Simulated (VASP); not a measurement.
# AgCl (P4/mmm) in VASP: a series of runs

AgCl is run at these levels: PBEsol; tasks: electric field gradients.

Everything below comes from runs of VASP 6.6.1. Logs are shortened: lines on timing, memory, paths and dates and some standing lists are left out, and cuts for length are marked.

## (1) The cell of the first run

It takes space group P4/mmm (No. 123, tetragonal). Conventional cell: a = 3.434 Å, b = 3.434 Å, c = 3.400 Å, α = 90.00°, β = 90.00°, γ = 90.00°. Within 3.9 Å of Ag (site symmetry 4/mmm) lie 8 Cl at 2.96 Å and 6 Ag at 3.40 to 3.43 Å. Cl (site symmetry 4/mmm) has 8 Ag at 2.96 Å and 6 Cl at 3.40 to 3.43 Å within 3.9 Å.

## (2) Electric field gradients, PBEsol (zz strain of -1 %)

Contents of INCAR:

```
PREC = Accurate ; ENCUT = 520
EDIFF = 1E-8 ; ISMEAR = -1
SIGMA = 0.01 ; LREAL = F
LASPH = T ; NELM = 60
ALGO = Normal ; ISIF = 2
LWAVE = F ; LCHARG = F
GGA = PS ; LEFG = T
NBANDS = 16
```

Contents of KPOINTS:

```
regular mesh
0
Gamma
  9 9 9
```

Contents of POSCAR:

```
AgCl
1.0
    3.4339730000      0.0000000000      0.0000000000
    0.0000000000      3.4339730000      0.0000000000
    0.0000000000      0.0000000000      3.3996332700
Ag Cl
1 1
Direct
    0.0000000000      0.0000000000      0.0000000000
    0.5000000000      0.5000000000      0.5000000000
```

Potentials or basis: VASP PAW PBE potentials, release 64 (Ag, Cl).

Command:

```console
> cat potpaw_PBE.64/Ag/POTCAR potpaw_PBE.64/Cl/POTCAR > POTCAR
> mpirun -np 1 vasp_std > vasp.out
```

OUTCAR:

```text
PREC = Accurate
   ENCUT = 520
   EDIFF = 1E-8
   ISMEAR = -1
   LREAL = F
   LASPH = T
   NELM = 60
   ISIF = 2
   GGA = PS

 ion  position               nearest neighbor table
   1  0.000  0.000  0.000-   2 2.96   2 2.96   2 2.96   2 2.96   2 2.96   2 2.96   2 2.96   2 2.96

   2  0.500  0.500  0.500-   1 2.96   1 2.96   1 2.96   1 2.96   1 2.96   1 2.96   1 2.96   1 2.96

  LATTYP: Found a simple tetragonal cell.
 ALAT       =     3.4339730000
 C/A-ratio  =     0.9900000000

  Lattice vectors:

 A1 = (   3.4339730000,   0.0000000000,   0.0000000000)
 A2 = (   0.0000000000,   3.4339730000,   0.0000000000)
 A3 = (   0.0000000000,   0.0000000000,   3.3996332700)

Analysis of symmetry for initial positions (statically):
=====================================================================
 Subroutine PRICEL returns:
 Original cell was already a primitive cell.

 Routine SETGRP: Setting up the symmetry group for a
 simple tetragonal supercell.

 Subroutine GETGRP returns: Found 16 space group operations
 (whereof 16 operations were pure point group operations)
 out of a pool of 16 trial point group operations.

The static configuration has the point symmetry D_4h.

Analysis of symmetry for dynamics (positions and initial velocities):
=====================================================================
 Subroutine PRICEL returns:
 Original cell was already a primitive cell.

 Routine SETGRP: Setting up the symmetry group for a
 simple tetragonal supercell.

 Subroutine GETGRP returns: Found 16 space group operations
 (whereof 16 operations were pure point group operations)
 out of a pool of 16 trial point group operations.

The dynamic configuration has the point symmetry D_4h.

 Subroutine INISYM returns: Found 16 space group operations
 (whereof 16 operations are pure point group operations),
 and found     1 'primitive' translations

----------------------------------------------------------------------------------------

                                     Primitive cell

  volume of cell :      40.0891

  direct lattice vectors                    reciprocal lattice vectors
     3.433973000  0.000000000  0.000000000     0.291207881  0.000000000  0.000000000
     0.000000000  3.433973000  0.000000000     0.000000000  0.291207881  0.000000000
     0.000000000  0.000000000  3.399633270     0.000000000  0.000000000  0.294149375

  length of vectors
     3.433973000  3.433973000  3.399633270     0.291207881  0.291207881  0.294149375

  position of ions in fractional coordinates (direct lattice)
     0.000000000  0.000000000  0.000000000
     0.500000000  0.500000000  0.500000000

  ion indices of the primitive-cell ions
   primitive index   ion index
                 1           1
                 2           2

----------------------------------------------------------------------------------------

 KPOINTS: regular mesh

Automatic generation of k-mesh.
 Grid dimensions read from file:
 generate k-points for:    9    9    9

 Generating k-lattice:

  Cartesian coordinates                     Fractional coordinates (reciprocal lattice)
     0.032356431  0.000000000  0.000000000     0.111111111  0.000000000  0.000000000
     0.000000000  0.032356431  0.000000000     0.000000000  0.111111111  0.000000000
     0.000000000  0.000000000  0.032683264     0.000000000  0.000000000  0.111111111

  Length of vectors
     0.032356431  0.032356431  0.032683264

  Shift w.r.t. Gamma in fractional coordinates (k-lattice)
     0.000000000  0.000000000  0.000000000

 Subroutine IBZKPT returns following result:
 ===========================================

 Found     75 irreducible k-points:

 Following reciprocal coordinates:
            Coordinates               Weight
  0.000000  0.000000  0.000000      1.000000
  0.111111  0.000000  0.000000      4.000000
  0.222222  0.000000  0.000000      4.000000
  0.333333  0.000000  0.000000      4.000000
  0.444444  0.000000  0.000000      4.000000
  0.111111  0.111111  0.000000      4.000000
[... 16 lines left out ...]
  0.333333  0.111111  0.111111     16.000000
  0.444444  0.111111  0.111111     16.000000
 [... further k-points ...]
   k-points           NKPTS =     75   k-points in BZ     NKDIM =     75   number of bands    NBANDS=     16
   number of dos      NEDOS =    301   number of ions     NIONS =      2
   total plane-waves  NPLWV =  21952
   dimension x,y,z NGX =    28 NGY =   28 NGZ =   28
   dimension x,y,z NGXF=    56 NGYF=   56 NGZF=   56
   ions per type =               1   1
   NGX,Y,Z   is equivalent  to a cutoff of  13.56, 13.56, 13.69 a.u.
   NGXF,Y,Z  is equivalent  to a cutoff of  27.11, 27.11, 27.38 a.u.
 SYSTEM =  unknown system
   PREC   = accura    normal or accurate (medium, high low for compatibility)
   ISTART =      0    job   : 0-new  1-cont  2-samecut
   ICHARG =      2    charge: 1-file 2-atom 10-const
   ISPIN  =      1    spin polarized calculation?
   LNONCOLLINEAR =      F non collinear calculations
   LSORBIT =      F    spin-orbit coupling
   LASPH  =      T    aspherical Exc in radial PAW
   ENCUT  =  520.0 eV  38.22 Ry    6.18 a.u.   6.38  6.38  6.32*2*pi/ulx,y,z
   NELM   =     60;   NELMIN=  2; NELMDL= -5     # of ELM steps
   EDIFF  = 0.1E-07   stopping-criterion for ELM
   LREAL  =      F    real-space projection
   EDIFFG = 0.1E-06   stopping-criterion for IOM
   NSW    =      0    number of steps for IOM
   IBRION =     -1    ionic relax: 0-MD 1-quasi-New 2-CG
   NFREE  =      0    steps in history (QN), initial steepest desc. (CG)
   ISIF   =      2    stress and relaxation
   ISYM   =      2    0-nonsym 1-usesym 2-fastsym
   POTIM  = 0.5000    time-step for ionic-motion
   TEBEG  =    0.0;   TEEND  =   0.0 temperature during run
   PSTRESS=    0.0 pullay stress
   NELECT =      18.0000    total number of electrons
   NUPDOWN=      -1.0000    fix difference up-down
   EMIN   =  10.00;   EMAX   =-10.00  energy-range for DOS
   EFERMI =   0.00;   METHOD = LEGACY
   ISMEAR =    -1;   SIGMA  =   0.01  broadening in eV -4-tet -1-fermi 0-gaus
   EFERMI_NEDOS =   21; number of points for ismear=-14 and -15
   IALGO  =     38    algorithm
   IMIX   =      4    mixing-type and parameters
     AMIX     =   0.40;   BMIX     =  1.00
     AMIX_MAG =   1.60;   BMIX_MAG =  1.00
  volume/ion in A,a.u.               =      20.04       135.27
  Fermi-wavevector in a.u.,A,eV,Ry     =   1.253594  2.368950 21.381542  1.571499
  Thomas-Fermi vector in A             =   2.387440
   LORBIT       =      0    0 simple, 1 ext, 2 COOP (PROOUT), +10 PAW based schemes
   GGA     = PS    functional components
   LHFCALC =     F    Hartree Fock is set to
   AEXX    =    0.0000 exact exchange contribution
   IVDW    =     0    specifies the selected vdW correction
   LEPSILON=     F    determine dielectric tensor
   LRPA    =     F    only Hartree local field effects (RPA)
 non-spin polarized calculation
  energy-cutoff  :      520.00
  volume of cell :       40.09
 maximum number of plane-waves:      1092
 NGX is ok and might be reduce to    28
   NGX = 13   NGY = 13   NGZ = 13

 number of electron      18.0000003 magnetization

 Free energy of the ion-electron system (eV)
  ---------------------------------------------------
  ext. energy  EPLUGINS =         0.00000000
  ---------------------------------------------------
  free energy    TOTEN  =        -5.77550333 eV

  energy without entropy =       -5.77550333  energy(sigma->0) =       -5.77550333

 E-fermi :   4.1313     XC(G=0): -10.6709

 val. band max:        3.8971792829   @ k =   0.4444   0.0000   0.0000
 cond. band min:       4.3274252807   @ k =   0.0000   0.0000   0.0000
 fundamental gap:      0.4302459978
 Fermi energy:         4.1313463014

 k-point     1 :       0.0000    0.0000    0.0000
  band No.  band energies     occupation
      1     -10.7200      2.00000
      2       1.1075      2.00000
      3       1.1257      2.00000
      4       2.0875      2.00000
      5       2.0993      2.00000
      6       2.0993      2.00000
[... 8 lines left out ...]
     15      17.6007      0.00000
     16      20.2485      0.00000

 k-point     2 :       0.1111    0.0000    0.0000
  band No.  band energies     occupation
      1     -10.6689      2.00000
      2       0.9456      2.00000
      3       1.1298      2.00000
      4       1.7415      2.00000
      5       1.7905      2.00000
      6       1.9384      2.00000
[... 8 lines left out ...]
     15      17.1040      0.00000
     16      20.3103      0.00000
[... 387 lines left out ...]
      5       1.3813      2.00000
      6       2.0034      2.00000
[... 8 lines left out ...]
     15      18.2947      0.00000
     16      19.9165      0.00000

 k-point    24 :       0.4444    0.1111    0.1111
  band No.  band energies     occupation
      1     -10.1835      2.00000
      2      -0.9694      2.00000
      3       0.8106      2.00000
      4       1.2124      2.00000
      5       1.3621      2.00000
      6       2.0475      2.00000
[... 8 lines left out ...]
     15      18.8075      0.00000
     16      20.5697      0.00000

 [... further k-points ...]
[... 5 lines left out ...]
  --------------------------------------------------------------------------------------
  -------------------------------------------------------------------------------------
  Total       -1.1161009     -1.1161009     -0.9961662      0.0000000     -0.0000000      0.0000000
  in kB      -44.6054809    -44.6054809    -39.8122347      0.0000000     -0.0000000      0.0000000
  external PRESSURE =     -43.0077322 kB  Pullay stress =       0.0000000 kB

 VOLUME and BASIS-vectors are now :
 -----------------------------------------------------------------------------
  energy-cutoff  :      520.00
  volume of cell :       40.09
      direct lattice vectors                 reciprocal lattice vectors
     3.433973000  0.000000000  0.000000000     0.291207881  0.000000000  0.000000000
     0.000000000  3.433973000  0.000000000     0.000000000  0.291207881  0.000000000
     0.000000000  0.000000000  3.399633270     0.000000000  0.000000000  0.294149375

 POSITION                                       TOTAL-FORCE (eV/Angst)
 -----------------------------------------------------------------------------------
      0.00000      0.00000      0.00000         0.000000      0.000000      0.000000
      1.71699      1.71699      1.69982         0.000000      0.000000      0.000000
 -----------------------------------------------------------------------------------
    total drift:                                0.000000      0.000000      0.000000

  FREE ENERGIE OF THE ION-ELECTRON SYSTEM (eV)
  ---------------------------------------------------
  free  energy   TOTEN  =        -5.7755033328 eV

  energy  without entropy=       -5.7755033328  energy(sigma->0) =       -5.77550333

 Electric field gradients (V/A^2)
---------------------------------------------------------------------
 ion       V_xx      V_yy      V_zz      V_xy      V_xz      V_yz
---------------------------------------------------------------------
   1      -0.484    -0.484     0.968    -0.000     0.000     0.000
   2       2.367     2.367    -4.735     0.000     0.000     0.000
---------------------------------------------------------------------

 Electric field gradients after diagonalization (V/A^2)
 (convention: |V_zz| > |V_xx| > |V_yy|)
----------------------------------------------------------------------
 ion       V_xx      V_yy      V_zz     asymmetry (V_yy - V_xx)/ V_zz
----------------------------------------------------------------------
   1      -0.484    -0.484     0.968       0.000
   2       2.367     2.367    -4.735       0.000
----------------------------------------------------------------------

           NMR quadrupolar parameters

 Cq : quadrupolar parameter    Cq=e*Q*V_zz/h
 eta: asymmetry parameters     (V_yy - V_xx)/ V_zz
 Q  : nuclear electric quadrupole moment in mb (millibarn)
----------------------------------------------------------------------
 ion       Cq(MHz)       eta       Q (mb)
----------------------------------------------------------------------
   1       0.002       0.000       1.000
   2      -0.011       0.000       1.000
----------------------------------------------------------------------
```

It used 59 s of CPU time on 1 thread of AMD EPYC 7R13 Processor (Zen 3), on a shared host.

What came out:

- Free energy: -5.7755 eV
- Pressure: -4.3 GPa
- Band gap on the k mesh: 0.43 eV, indirect (least direct gap 1.90 eV)

Levels at points of the mesh, in eV from the valence-band top:
```csv
k point,band 6,band 7,band 8,band 9,band 10,band 11,band 12,band 13
"(0.00, 0.00, 0.00)",-1.80,-1.57,-1.57,-1.47,0.43,9.27,9.34,13.53
```

Electric field gradients, principal values (V/Å²):
| atom | least | middle | greatest (by size) |
| --- | --- | --- | --- |
| 1 Ag | -0.484 | -0.484 | 0.968 |
| 2 Cl | 2.367 | 2.367 | -4.735 |

Caveat: the cell differs from its parent crystal (zz strain of -1 %); without QUAD_EFG the Cq values of the log hold for a quadrupole moment of 1 mb, not for the nuclei; the PAW data sets were made with another functional, which shifts forces and pressure a little. A k mesh can miss the band edges.

## (3) Electric field gradients, PBEsol (zz strain of +1 %)

Contents of INCAR:

```
SYSTEM = AgCl
  PREC = Accurate
  ENCUT = 520
  EDIFF = 1E-8
  ISMEAR = -1
  SIGMA = 0.01
  LREAL = .FALSE.
  LASPH = .TRUE.
  NELM = 80
  ALGO = Normal
  ISIF = 2
  LWAVE = .FALSE.
  LCHARG = .FALSE.
  GGA = PS
  LEFG = .TRUE.
  NBANDS = 16
```

Contents of KPOINTS:

```
Automatic mesh
0
G
  9 9 9
  0 0 0
```

Changes to POSCAR since step 2:

```diff
@@ -4,3 +4,3 @@
     0.0000000000      3.4339730000      0.0000000000
-    0.0000000000      0.0000000000      3.3996332700
+    0.0000000000      0.0000000000      3.4683127300
 Ag Cl
```

Potentials or basis: VASP PAW PBE potentials, release 64 (Ag, Cl).

Command:

```console
> cat potpaw_PBE.64/Ag/POTCAR potpaw_PBE.64/Cl/POTCAR > POTCAR
> mpirun -np 1 vasp_std > vasp.out
```

OUTCAR:

```text
SYSTEM = AgCl
   PREC = Accurate
   ENCUT = 520
   EDIFF = 1E-8
   ISMEAR = -1
   LREAL = .FALSE.
   LASPH = .TRUE.
   NELM = 80
   ISIF = 2
   GGA = PS

 ion  position               nearest neighbor table
   1  0.000  0.000  0.000-   2 2.98   2 2.98   2 2.98   2 2.98   2 2.98   2 2.98   2 2.98   2 2.98

   2  0.500  0.500  0.500-   1 2.98   1 2.98   1 2.98   1 2.98   1 2.98   1 2.98   1 2.98   1 2.98

  LATTYP: Found a simple tetragonal cell.
 ALAT       =     3.4339730000
 C/A-ratio  =     1.0100000000

  Lattice vectors:

 A1 = (   3.4339730000,   0.0000000000,   0.0000000000)
 A2 = (   0.0000000000,   3.4339730000,   0.0000000000)
 A3 = (   0.0000000000,   0.0000000000,   3.4683127300)

Analysis of symmetry for initial positions (statically):
=====================================================================
 Subroutine PRICEL returns:
 Original cell was already a primitive cell.

 Routine SETGRP: Setting up the symmetry group for a
 simple tetragonal supercell.
[... 646 lines left out ...]
      direct lattice vectors                 reciprocal lattice vectors
     3.433973000  0.000000000  0.000000000     0.291207881  0.000000000  0.000000000
     0.000000000  3.433973000  0.000000000     0.000000000  0.291207881  0.000000000
     0.000000000  0.000000000  3.468312730     0.000000000  0.000000000  0.288324634

 POSITION                                       TOTAL-FORCE (eV/Angst)
 -----------------------------------------------------------------------------------
      0.00000      0.00000      0.00000         0.000000      0.000000      0.000000
      1.71699      1.71699      1.73416         0.000000      0.000000      0.000000
 -----------------------------------------------------------------------------------
    total drift:                               -0.000000      0.000000      0.000000

  FREE ENERGIE OF THE ION-ELECTRON SYSTEM (eV)
  ---------------------------------------------------
  free  energy   TOTEN  =        -5.7522525250 eV

  energy  without entropy=       -5.7522525250  energy(sigma->0) =       -5.75225252

 Electric field gradients (V/A^2)
---------------------------------------------------------------------
 ion       V_xx      V_yy      V_zz      V_xy      V_xz      V_yz
---------------------------------------------------------------------
   1       0.480     0.480    -0.961    -0.000    -0.000    -0.000
   2      -2.300    -2.300     4.600    -0.000    -0.000     0.000
---------------------------------------------------------------------

 Electric field gradients after diagonalization (V/A^2)
 (convention: |V_zz| > |V_xx| > |V_yy|)
----------------------------------------------------------------------
 ion       V_xx      V_yy      V_zz     asymmetry (V_yy - V_xx)/ V_zz
----------------------------------------------------------------------
   1       0.480     0.480    -0.961       0.000
   2      -2.300    -2.300     4.600       0.000
----------------------------------------------------------------------

           NMR quadrupolar parameters

 Cq : quadrupolar parameter    Cq=e*Q*V_zz/h
 eta: asymmetry parameters     (V_yy - V_xx)/ V_zz
 Q  : nuclear electric quadrupole moment in mb (millibarn)
----------------------------------------------------------------------
 ion       Cq(MHz)       eta       Q (mb)
----------------------------------------------------------------------
   1      -0.002       0.000       1.000
   2       0.011       0.000       1.000
----------------------------------------------------------------------
```

OSZICAR:

```text
N       E                     dE             d eps       ncg     rms          rms(c)
DAV:   1     0.100278068038E+03    0.10028E+03   -0.87542E+03  2432   0.102E+03
DAV:   2    -0.233632640145E+01   -0.10261E+03   -0.93841E+02  3032   0.223E+02
DAV:   3    -0.600868421192E+01   -0.36724E+01   -0.36647E+01  2920   0.446E+01
DAV:   4    -0.603213908924E+01   -0.23455E-01   -0.23453E-01  3144   0.387E+00
DAV:   5    -0.603241424292E+01   -0.27515E-03   -0.27515E-03  2968   0.409E-01    0.560E+00
DAV:   6    -0.576286782492E+01    0.26955E+00   -0.42260E-01  2864   0.922E+00    0.374E+00
DAV:   7    -0.575664528151E+01    0.62225E-02   -0.10244E-01  2576   0.209E+00    0.198E+00
DAV:   8    -0.575253748380E+01    0.41078E-02   -0.73211E-03  3000   0.832E-01    0.354E-01
DAV:   9    -0.575222158615E+01    0.31590E-03   -0.59519E-04  3112   0.397E-01    0.814E-02
DAV:  10    -0.575225119684E+01   -0.29611E-04   -0.10653E-04  2816   0.998E-02    0.340E-02
DAV:  11    -0.575225262071E+01   -0.14239E-05   -0.13106E-06  3248   0.938E-03    0.245E-03
DAV:  12    -0.575225253148E+01    0.89232E-07   -0.59369E-08  2976   0.262E-03    0.273E-03
DAV:  13    -0.575225254555E+01   -0.14068E-07   -0.30489E-08  2816   0.147E-03    0.465E-04
DAV:  14    -0.575225252798E+01    0.17567E-07   -0.15386E-09  1512   0.295E-04    0.170E-04
DAV:  15    -0.575225252497E+01    0.30100E-08   -0.28364E-10  1424   0.171E-04
   1 F= -.57522525E+01 E0= -.57522525E+01  d E =-.418010E-11
```

It used 67 s of CPU time on 1 thread of AMD EPYC 7R13 Processor (Zen 3), on a shared host.

Results:

```yaml
Free_energy: -5.7523 eV
Pressure: -5.1 GPa
Band_gap_on_the_k_mesh: 0.43 eV, indirect (least direct gap 1.87 eV)
```

Electric field gradients, principal values (V/Å²):
```tsv
atom	least	middle	greatest (by size)
1 Ag	0.480	0.480	-0.961
2 Cl	-2.300	-2.300	4.600
```

Caveat: the cell differs from its parent crystal (zz strain of +1 %); without QUAD_EFG the Cq values of the log hold for a quadrupole moment of 1 mb, not for the nuclei; the PAW data sets were made with another functional, which shifts forces and pressure a little. A k mesh can miss the band edges.
